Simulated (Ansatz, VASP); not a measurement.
Cd3Cl3O in VASP and in Ansatz

INCAR

```
SYSTEM = Cd3Cl3O
  PREC = Accurate
  ENCUT = 520
  EDIFF = 1E-6
  ISMEAR = 0
  SIGMA = 0.1
  LREAL = .FALSE.
  LASPH = .TRUE.
  NELM = 150
  ALGO = Normal
  ISIF = 2
  LWAVE = .FALSE.
  LCHARG = .FALSE.
  ISPIN = 2
  MAGMOM = 0 0 0 0 0 0 1
  LORBIT = 11
  GGA = PE
  NBANDS = 44
```

Contents of KPOINTS:

```
Automatic mesh
0
G
  3 3 3
  0 0 0
```

File POSCAR:

```
Cd3Cl3O
1.0
    3.9102103844      2.2575610180      3.1171858600
   -3.9102103844      2.2575610180      3.1171858600
    0.0000000000     -4.5151220360      3.1171858600
Cd Cl O
3 3 1
Direct
    0.5082703832      0.0699757562      0.5082703832
    0.5082703832      0.5082703832      0.0699757562
    0.0699757562      0.5082703832      0.5082703832
    0.9851847498      0.9851847498      0.4821523489
    0.4821523489      0.9851847498      0.9851847498
    0.9851847498      0.4821523489      0.9851847498
    0.4624469967      0.4624469967      0.4624469967
```

Input for Ansatz:

```yaml
crystal:
  lattice:
    - [3.9102103844, 2.257561018, 3.11718586]
    - [-3.9102103844, 2.257561018, 3.11718586]
    - [0.0, -4.515122036, 3.11718586]
  atoms:
    - { symbol: Cd, position: [0.5082703832, 0.0699757562, 0.5082703832] }
    - { symbol: Cd, position: [0.5082703832, 0.5082703832, 0.0699757562] }
    - { symbol: Cd, position: [0.0699757562, 0.5082703832, 0.5082703832] }
    - { symbol: Cl, position: [0.9851847498, 0.9851847498, 0.4821523489] }
    - { symbol: Cl, position: [0.4821523489, 0.9851847498, 0.9851847498] }
    - { symbol: Cl, position: [0.9851847498, 0.4821523489, 0.9851847498] }
    - { symbol: O, position: [0.4624469967, 0.4624469967, 0.4624469967], spin: 1.0 }
basis:
  ecutwfc: 420
kpoints:
  mp_grid: { grid: [3, 3, 3] }
hamiltonian:
  xc: pbe
scf:
  occupations: { method: gaussian, width: 0.1 }
  lower_state_search: "off"
output:
  forces: true
  stress: true
  eigenvalues: true
  populations: true
magnetization:
  spin_polarized: true
```

Change from the starting cell: the structure that the rattled cell fell into.

Alike in both runs: task single point; functional PBE; k mesh 3 × 3 × 3; occupations gaussian, width 0.1 eV; collinear spin.

|  | VASP | Ansatz |
| --- | --- | --- |
| version | VASP 6.6.1 | Ansatz 0.2.0 |
| potentials or method | VASP PAW PBE potentials, release 64 (Cd, Cl, O), cutoff 520 eV | scalar-relativistic, plane waves, PAW |
| valence electrons in the cell | 63 | 87 |

VASP gave:

```
gap on the k mesh at the Fermi level (eV)                     : none
pressure (GPa)                                                : 0.6
traceless stress, the component that is largest in VASP (GPa) : -0.12
rms of the force components (eV/Å)                            : 0.067
net moment per atom (μB)                                      : 0.00
```

Problem. What did Ansatz give for the same quantities?

Solution. gap on the k mesh at the Fermi level (eV): none; pressure (GPa): 0.2; traceless stress, the component that is largest in VASP (GPa): 0.02; rms of the force components (eV/Å): 0.021; net moment per atom (μB): 0.00.

Atom by atom the forces differ by 0.048 eV/Å (rms over components). A gap of «none» marks a metal or a gap that the smearing closes. The functional is the same, so the differences come from potentials, cutoffs and numerics. VASP's potentials hold 63 valence electrons a cell and Ansatz's 87, so a difference there can come from the potentials and not from the codes. Ansatz's warnings: seeded moment not kept.

The k mesh is coarse, so the values compare programs but aren't converged.
